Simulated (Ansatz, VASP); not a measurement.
## Se: VASP beside Ansatz

The input INCAR:

```
PREC = Accurate
ENCUT = 520
EDIFF = 1E-7
ISMEAR = -1
SIGMA = 0.1
LREAL = False
LASPH = True
NELM = 100
ALGO = Normal
ISIF = 2
LWAVE = False
LCHARG = False
GGA = RP
NBANDS = 16
```

Contents of KPOINTS:

```
Automatic mesh
0
Gamma
  9 9 10
```

The input POSCAR:

```
Se
1.0
    4.8321013143      0.0000000000      0.0000000000
   -2.4160506572      4.1847224919      0.0000000000
    0.0000000000      0.0000000000      3.5458327718
Se
3
Direct
    1.0000000000      0.0000000000      0.0000000000
    0.3333333333      0.6666666667      0.5000000000
    0.6666666667      0.3333333333      0.5000000000
```

Input for Ansatz:

```yaml
crystal:
  lattice:
    - [4.8321013143, 0.0, 0.0]
    - [-2.4160506572, 4.1847224919, 0.0]
    - [0.0, 0.0, 3.5458327718]
  atoms:
    - { symbol: Se, position: [1.0, 0.0, 0.0] }
    - { symbol: Se, position: [0.3333333333, 0.6666666667, 0.5] }
    - { symbol: Se, position: [0.6666666667, 0.3333333333, 0.5] }
hamiltonian:
  xc: rpbe
  pseudopotentials:
    kind: paw
    azcp:
      Se: "pseudopotentials/Se.paw.azcp"
basis:
  ecutwfc: 420
  fft_grid_basis: typed
kpoints:
  mp_grid: { grid: [9, 9, 10], shift: [0, 0, 0] }
magnetization:
  spin_polarized: false
scf:
  occupations: { method: fermi_dirac, width: 0.1 }
  lower_state_search: "off"
output:
  stress: true
  write_density: true
  write_potential: true
  elf: true
  volumetric_format: npy
```

Alike in both runs: task single point; functional RPBE; k mesh 9 × 9 × 10; occupations fermi-dirac, width 0.1 eV; no spin polarisation.

|  | VASP | Ansatz |
| --- | --- | --- |
| version | VASP 6.6.1 | Ansatz 0.2.0 |
| potentials or method | VASP PAW PBE potentials, release 64 (Se), cutoff 520 eV | plane waves (420 eV) with PAW, scalar-relativistic |
| valence electrons in the cell | 18 | 48 |

|  | VASP | Ansatz | Ansatz less VASP |
| --- | --- | --- | --- |
| pressure (GPa) | -3.8 | -3.8 | +0.02 |
| traceless stress, the component that is largest in VASP (GPa) | 1.70 | 1.68 | -0.020 |

VASP's potentials were made for PBE, not for RPBE. VASP's potentials hold 18 valence electrons a cell and Ansatz's 48, so a difference there can come from the potentials and not from the codes.
